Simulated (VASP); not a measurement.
# MgO (Cm) in VASP: further runs

The runs below take MgO through single point, with PBEsol.

All numbers are computed with VASP 6.6.1; they aren't measurements. Logs are shortened: lines on timing, memory, paths and dates and some standing lists are left out, and cuts for length are marked.

### Step 1. The cell of the first run

Symmetry: Cm, No. 8, monoclinic system. Conventional cell: a = 5.163 Å, b = 2.981 Å, c = 14.828 Å, α = 90.00°, β = 100.02°, γ = 90.00°. Within 2.8 Å of Mg (site symmetry m) lie 6 O at 2.11 Å. Mg (site symmetry m) has 6 O at 2.11 Å within 2.8 Å. Within 2.8 Å of Mg (site symmetry m) lie 6 O at 2.11 Å. Within 2.8 Å of Mg (site symmetry m) lie 6 O at 2.11 Å and 1 Mg at 2.58 Å. Within 2.8 Å of Mg (site symmetry m) lie 6 O at 2.11 Å. Within 2.0 Å of Mg (site symmetry m) lie 1 O at 1.49 Å. O (site symmetry m) has 6 Mg at 2.11 Å within 2.8 Å. Within 2.8 Å of O (site symmetry m) lie 6 Mg at 2.11 Å and 1 O at 2.58 Å.

### Step 2. Single point, PBEsol

INCAR

```
PREC = Accurate
ENCUT = 520
EDIFF = 1E-6
ISMEAR = 0
SIGMA = 0.05
LREAL = False
LASPH = True
NELM = 100
ALGO = Normal
ISIF = 2
LWAVE = False
LCHARG = False
GGA = PS
ISYM = 0
NBANDS = 36
```

KPOINTS

```
regular mesh
0
Gamma
  9 9 2
```

POSCAR

```
MgO
1.0
    2.1075959645     -2.1075959645      0.0000000000
    2.1075959645      0.0000000000     -2.1075959645
    9.4841818402      8.4303838580      7.3765858758
Mg O
6 6
Direct
    1.0000000000     -0.1875000000      0.3750000000
    0.3333333333      0.2291666667      0.2083333333
    0.6666666667      0.3958333333      0.5416666667
    1.0000000000      0.5625000000      0.8750000000
    0.3333333333     -0.0208333333      0.7083333333
    0.6666666667      0.6458333333      0.0416666667
    0.6666666667      0.5208333333      0.2916666667
    0.0000000000     -0.0625000000      0.1250000000
    0.3333333333      0.1041666667      0.4583333333
    0.6666666667      0.2708333333      0.7916666667
    1.0000000000      0.6875000000      0.6250000000
    0.3333333333     -0.1458333333      0.9583333333
```

Potentials or basis: VASP PAW PBE potentials, release 64 (Mg, O).

Run with:

```console
$ cat potpaw_PBE.64/Mg/POTCAR potpaw_PBE.64/O/POTCAR > POTCAR
$ mpirun -np 1 vasp_std > vasp.out
```

OUTCAR:

```text
PREC = Accurate
   ENCUT = 520
   EDIFF = 1E-6
   ISMEAR = 0
   LREAL = False
   LASPH = True
   NELM = 100
   ISIF = 2
   GGA = PS
   ISYM = 0

 ion  position               nearest neighbor table
   1  0.000  0.812  0.375-   7 2.11   9 2.11   7 2.11   9 2.11   7 2.11   9 2.11   3 2.98   2 2.98
                             3 2.98   2 2.98   2 2.98   3 2.98
   2  0.333  0.229  0.208-   8 2.11   8 2.11   8 2.11   7 2.11   7 2.11   7 2.11   6 2.98   6 2.98
                             6 2.98   1 2.98   1 2.98   1 2.98
   3  0.667  0.396  0.542-  11 2.11  11 2.11  11 2.11   9 2.11   9 2.11   9 2.11   5 2.98   5 2.98
                             5 2.98   1 2.98   1 2.98   1 2.98
   4  0.000  0.562  0.875-  10 2.11  12 2.11  10 2.11  12 2.11  10 2.11  12 2.11   6 2.58   5 2.98
                             5 2.98   5 2.98   6 3.33   6 3.33
   5  0.333  0.979  0.708-  11 2.11  11 2.11  11 2.11  10 2.11  10 2.11  10 2.11   3 2.98   3 2.98
                             3 2.98   4 2.98   4 2.98   4 2.98
   6  0.667  0.646  0.042-  12 1.49   8 2.11   8 2.11   8 2.11  12 2.58  12 2.58   4 2.58   2 2.98
                             2 2.98   2 2.98   4 3.33   4 3.33
   7  0.667  0.521  0.292-   1 2.11   1 2.11   1 2.11   2 2.11   2 2.11   2 2.11
   8  0.000  0.938  0.125-   2 2.11   6 2.11   6 2.11   2 2.11   6 2.11   2 2.11
   9  0.333  0.104  0.458-   1 2.11   1 2.11   1 2.11   3 2.11   3 2.11   3 2.11
  10  0.667  0.271  0.792-   4 2.11   4 2.11   4 2.11   5 2.11   5 2.11   5 2.11
  11  0.000  0.688  0.625-   3 2.11   5 2.11   3 2.11   5 2.11   3 2.11   5 2.11
  12  0.333  0.854  0.958-   6 1.49   4 2.11   4 2.11   4 2.11   6 2.58   6 2.58

IMPORTANT INFORMATION: All symmetrisations will be switched off!
NOSYMM: (Re-)initialisation of all symmetry stuff for point group C_1.

----------------------------------------------------------------------------------------

                                     Primitive cell

  volume of cell :     112.3423

  direct lattice vectors                    reciprocal lattice vectors
     2.107595965 -2.107595965  0.000000000     0.158158081 -0.316316162  0.158158081
     2.107595965  0.000000000 -2.107595965     0.138388321  0.138388321 -0.336085922
     9.484181840  8.430383858  7.376585876     0.039539520  0.039539520  0.039539520

  length of vectors
     2.980590797  2.980590797 14.677707462     0.387406597  0.388916960  0.068484458

  position of ions in fractional coordinates (direct lattice)
     1.000000000  0.812500000  0.375000000
     0.333333333  0.229166667  0.208333333
     0.666666667  0.395833333  0.541666667
     1.000000000  0.562500000  0.875000000
     0.333333333  0.979166667  0.708333333
     0.666666667  0.645833333  0.041666667
     0.666666667  0.520833333  0.291666667
     1.000000000  0.937500000  0.125000000
     0.333333333  0.104166667  0.458333333
     0.666666667  0.270833333  0.791666667
     1.000000000  0.687500000  0.625000000
     0.333333333  0.854166667  0.958333333

  ion indices of the primitive-cell ions
   primitive index   ion index
                 1           1
                 2           2
                 3           3
                 4           4
                 5           5
                 6           6
                 7           7
                 8           8
                 9           9
                10          10
                11          11
                12          12

----------------------------------------------------------------------------------------

 KPOINTS: regular mesh

Automatic generation of k-mesh.
 Grid dimensions read from file:
 generate k-points for:    9    9    2

 Generating k-lattice:

  Cartesian coordinates                     Fractional coordinates (reciprocal lattice)
     0.017573120 -0.035146240  0.017573120     0.111111111  0.000000000  0.000000000
     0.015376480  0.015376480 -0.037342880     0.000000000  0.111111111  0.000000000
     0.019769760  0.019769760  0.019769760     0.000000000  0.000000000  0.500000000

  Length of vectors
     0.043045177  0.043212996  0.034242229

  Shift w.r.t. Gamma in fractional coordinates (k-lattice)
     0.000000000  0.000000000  0.000000000
[... 13 lines left out ...]
|        The reciprocal lattice is body-centered orthorhombic,                |
|        whereas your k-lattice is base-centered monoclinic.                  |
|                                                                             |
|     Results are often still useful ...                                      |
|                                                                             |
 -----------------------------------------------------------------------------

 WARNING: IBZKPT: internal override: KBLOWUP is changed to .FALSE.
      ... skipping the blow-up phase ...

 Subroutine IBZKPT returns following result:
 ===========================================

 Found     82 irreducible k-points:

 Following reciprocal coordinates:
            Coordinates               Weight
  0.000000  0.000000  0.000000      1.000000
  0.111111  0.000000  0.000000      2.000000
  0.222222  0.000000  0.000000      2.000000
  0.333333  0.000000 -0.000000      2.000000
  0.444444  0.000000  0.000000      2.000000
  0.000000  0.111111  0.000000      2.000000
[... 16 lines left out ...]
 -0.111111  0.222222  0.000000      2.000000
  0.000000  0.333333  0.000000      2.000000
 [... further k-points ...]
   k-points           NKPTS =     82   k-points in BZ     NKDIM =     82   number of bands    NBANDS=     36
   number of dos      NEDOS =    301   number of ions     NIONS =     12
   total plane-waves  NPLWV =  64512
   dimension x,y,z NGX =    24 NGY =   24 NGZ =  112
   dimension x,y,z NGXF=    48 NGYF=   48 NGZF=  224
   ions per type =               6   6
   NGX,Y,Z   is equivalent  to a cutoff of  13.39, 13.39, 12.69 a.u.
   NGXF,Y,Z  is equivalent  to a cutoff of  26.77, 26.77, 25.37 a.u.
 SYSTEM =  unknown system
   PREC   = accura    normal or accurate (medium, high low for compatibility)
   ISTART =      0    job   : 0-new  1-cont  2-samecut
   ICHARG =      2    charge: 1-file 2-atom 10-const
   ISPIN  =      1    spin polarized calculation?
   LNONCOLLINEAR =      F non collinear calculations
   LSORBIT =      F    spin-orbit coupling
   LASPH  =      T    aspherical Exc in radial PAW
   ENCUT  =  520.0 eV  38.22 Ry    6.18 a.u.   5.54  5.54 27.29*2*pi/ulx,y,z
   NELM   =    100;   NELMIN=  2; NELMDL= -5     # of ELM steps
   EDIFF  = 0.1E-05   stopping-criterion for ELM
   LREAL  =      F    real-space projection
   EDIFFG = 0.1E-04   stopping-criterion for IOM
   NSW    =      0    number of steps for IOM
   IBRION =     -1    ionic relax: 0-MD 1-quasi-New 2-CG
   NFREE  =      0    steps in history (QN), initial steepest desc. (CG)
   ISIF   =      2    stress and relaxation
   ISYM   =      0    0-nonsym 1-usesym 2-fastsym
   POTIM  = 0.5000    time-step for ionic-motion
   TEBEG  =    0.0;   TEEND  =   0.0 temperature during run
   PSTRESS=    0.0 pullay stress
   NELECT =      48.0000    total number of electrons
   NUPDOWN=      -1.0000    fix difference up-down
   EMIN   =  10.00;   EMAX   =-10.00  energy-range for DOS
   EFERMI =   0.00;   METHOD = LEGACY
   ISMEAR =     0;   SIGMA  =   0.05  broadening in eV -4-tet -1-fermi 0-gaus
   EFERMI_NEDOS =   21; number of points for ismear=-14 and -15
   IALGO  =     38    algorithm
   IMIX   =      4    mixing-type and parameters
     AMIX     =   0.40;   BMIX     =  1.00
     AMIX_MAG =   1.60;   BMIX_MAG =  1.00
  volume/ion in A,a.u.               =       9.36        63.18
  Fermi-wavevector in a.u.,A,eV,Ry     =   1.233031  2.330091 20.685841  1.520366
  Thomas-Fermi vector in A             =   2.367778
   LORBIT       =      0    0 simple, 1 ext, 2 COOP (PROOUT), +10 PAW based schemes
   GGA     = PS    functional components
   LHFCALC =     F    Hartree Fock is set to
   AEXX    =    0.0000 exact exchange contribution
   IVDW    =     0    specifies the selected vdW correction
   LEPSILON=     F    determine dielectric tensor
   LRPA    =     F    only Hartree local field effects (RPA)
 non-spin polarized calculation
 Gauss-broadening in eV      SIGMA  =   0.05
  energy-cutoff  :      520.00
  volume of cell :      112.34
 maximum number of plane-waves:      3082
 NGX is ok and might be reduce to    24
   NGX = 11   NGY = 11   NGZ = 55

 number of electron      48.0000007 magnetization

 Free energy of the ion-electron system (eV)
  ---------------------------------------------------
  ext. energy  EPLUGINS =         0.00000000
  ---------------------------------------------------
  free energy    TOTEN  =       -71.75451519 eV

  energy without entropy =      -71.75451519  energy(sigma->0) =      -71.75451519

 E-fermi :   3.3855     XC(G=0): -11.2673

 val. band max:        3.1754910766   @ k =   0.0000   0.0000   0.0000
 cond. band min:       7.2878508173   @ k =   0.0000   0.0000   0.0000
 fundamental gap:      4.1123597407
 Fermi energy:         3.3855206654

 k-point     1 :       0.0000    0.0000    0.0000
  band No.  band energies     occupation
      1     -14.2464      2.00000
      2     -13.9081      2.00000
      3     -13.7896      2.00000
      4     -13.2508      2.00000
      5     -13.1789      2.00000
      6     -12.7821      2.00000
[... 925 lines left out ...]
     35      15.0774      0.00000
     36      15.3260      0.00000

 [... further k-points ...]

------------------------ aborting loop because EDIFF is reached ----------------------------------------

  FORCE on cell =-STRESS in cart. coord.  units (eV):
  Direction    XX          YY          ZZ          XY          YZ          ZX
  --------------------------------------------------------------------------------------
  -------------------------------------------------------------------------------------
  Total       11.4487099      1.3633266     11.4487196      1.3629641      1.3629740     12.2043889
  in kB      163.2765483     19.4431737    163.2766878     19.4380048     19.4381456    174.0537165
  external PRESSURE =     115.3321366 kB  Pullay stress =       0.0000000 kB

 VOLUME and BASIS-vectors are now :
 -----------------------------------------------------------------------------
  energy-cutoff  :      520.00
  volume of cell :      112.34
      direct lattice vectors                 reciprocal lattice vectors
     2.107595965 -2.107595965  0.000000000     0.158158081 -0.316316162  0.158158081
     2.107595965  0.000000000 -2.107595965     0.138388321  0.138388321 -0.336085922
     9.484181840  8.430383858  7.376585876     0.039539520  0.039539520  0.039539520

 POSITION                                       TOTAL-FORCE (eV/Angst)
 -----------------------------------------------------------------------------------
      5.26899      3.16139      1.05380         0.054743      0.054964      0.054742
      3.16139      1.05380      1.05380         0.105574      0.106383      0.105573
      7.37659      3.16139      3.16139         0.056278      0.056302      0.056277
      9.48418      7.37659      5.26899        -0.199591     -0.544453     -0.199593
      9.48418      5.26899      3.16139         0.055596      0.056672      0.055594
      3.16139     -1.05380     -1.05380        11.549394      0.377280     11.549394
      5.26899      1.05380      1.05380        -0.058584     -0.048790     -0.058740
      3.16139      1.05380     -1.05380         0.040991      0.493731      0.040983
      5.26899      3.16139      3.16139        -0.056417     -0.055920     -0.056255
      9.48418      5.26899      5.26899        -0.057967     -0.032282     -0.058127
      7.37659      5.26899      3.16139        -0.056543     -0.055657     -0.056543
     11.59178      7.37659      5.26899       -11.433474     -0.408231    -11.433305
 -----------------------------------------------------------------------------------
    total drift:                               -0.000024      0.000185     -0.000015

  FREE ENERGIE OF THE ION-ELECTRON SYSTEM (eV)
  ---------------------------------------------------
  free  energy   TOTEN  =       -71.7545151947 eV

  energy  without entropy=      -71.7545151947  energy(sigma->0) =      -71.75451519
```

It took 6.1 min on 1 thread of Oxide Virtual Turin-like, shared host; peak memory 0.37 GiB.

What came out:

```yaml
Free_energy: -71.7545 eV
Pressure: 11.5 GPa
Largest_force: 16.338 eV/Å
Band_gap_on_the_k_mesh: 4.11 eV
```

Forces in eV/Å, atoms in the order of the input:
```
Mg    0.055   0.055   0.055
Mg    0.106   0.106   0.106
Mg    0.056   0.056   0.056
Mg   -0.200  -0.544  -0.200
Mg    0.056   0.057   0.056
Mg   11.549   0.377  11.549
O    -0.059  -0.049  -0.059
O     0.041   0.494   0.041
O    -0.056  -0.056  -0.056
O    -0.058  -0.032  -0.058
O    -0.057  -0.056  -0.057
O   -11.433  -0.408 -11.433
```

Levels at points of the mesh, in eV from the valence-band top:
```
           k point  band 22  band 23  band 24  band 25  band 26  band 27
(0.00, 0.00, 0.00)    -0.08    -0.04     0.00     4.11     5.43     5.96
(0.00, 0.00, 0.50)    -0.23    -0.04    -0.03     4.30     5.01     6.44
```

Caveat: the stress differs along the axes, from 2 to 16 GPa; the PAW data sets were made with another functional, which shifts forces and pressure a little. A k mesh can miss the band edges.

### Step 3. Single point, PBEsol (the part above a cut slid along it)

INCAR

```
SYSTEM = MgO
  PREC = Accurate
  ENCUT = 520
  EDIFF = 1E-7
  ISMEAR = 0
  SIGMA = 0.05
  LREAL = .FALSE.
  LASPH = .TRUE.
  NELM = 60
  ALGO = Normal
  ISIF = 2
  LWAVE = .FALSE.
  LCHARG = .TRUE.
  GGA = PS
  LELF = .TRUE.
  LVHAR = .TRUE.
  ISYM = 0
  NBANDS = 36
```

KPOINTS

```
regular mesh
0
G
  9 9 2
  0 0 0
```

POSCAR

```
MgO
1.0
    2.1075959645     -2.1075959645      0.0000000000
    2.1075959645      0.0000000000     -2.1075959645
    9.9460620556      8.8922640734      7.8384660911
Mg O
6 6
Direct
    1.0000000000     -0.1777609122      0.3555218244
    0.3333333333      0.2345772710      0.1975121247
    0.6666666667      0.4099009046      0.5135315242
    1.0000000000      0.5852245382      0.8295509237
    0.3333333333     -0.0024372786      0.6715412239
    0.6666666667      0.6469154542      0.0395024249
    0.6666666667      0.5284081794      0.2765169746
    0.0000000000     -0.0592536374      0.1185072748
    0.3333333333      0.1160699962      0.4345266743
    0.6666666667      0.2913936298      0.7505460738
    1.0000000000      0.7037318130      0.5925363741
    0.3333333333     -0.1209445534      0.9085557736
```

Potentials or basis: VASP PAW PBE potentials, release 64 (Mg, O).

Run with:

```console
$ cat potpaw_PBE.64/Mg/POTCAR potpaw_PBE.64/O/POTCAR > POTCAR
$ mpirun -np 1 vasp_std > vasp.out
```

Wall time 16 min (1 thread of Oxide Virtual Turin-like, shared host); peak memory 0.38 GiB.

It converged, with:

- Free energy: -72.9151 eV
- Pressure: -2.7 GPa
- Largest force: 3.260 eV/Å
- Band gap on the k mesh: 0.14 eV

Forces on the atoms (eV/Å):
```
Mg   0.386  0.386  0.386
Mg   0.406  0.406  0.406
Mg   0.386  0.386  0.386
Mg   1.091  1.055  1.091
Mg   0.384  0.384  0.384
Mg  -1.920 -1.805 -1.920
O   -0.385 -0.382 -0.384
O   -0.356 -0.243 -0.356
O   -0.385 -0.385 -0.385
O   -0.400 -0.398 -0.400
O   -0.387 -0.387 -0.387
O    1.178  0.983  1.178
```

Stress tensor (GPa, compression positive):
```
-2.93 -4.48 -5.21
-4.48 -2.14 -4.48
-5.21 -4.48 -2.93
```

Levels at points of the mesh, in eV from the valence-band top:
```
           k point  band 22  band 23  band 24  band 25  band 26  band 27
(0.00, 0.00, 0.00)    -1.80    -0.06     0.00     0.14     2.18     3.11
(0.00, 0.00, 0.50)    -1.80    -0.06     0.00     0.24     1.98     3.47
```

Caveat: the cell differs from its parent crystal (the part above a cut slid along it); semilocal functionals underestimate gaps, and a narrow one can read as zero; the PAW data sets were made with another functional, which shifts forces and pressure a little. A k mesh can miss the band edges.
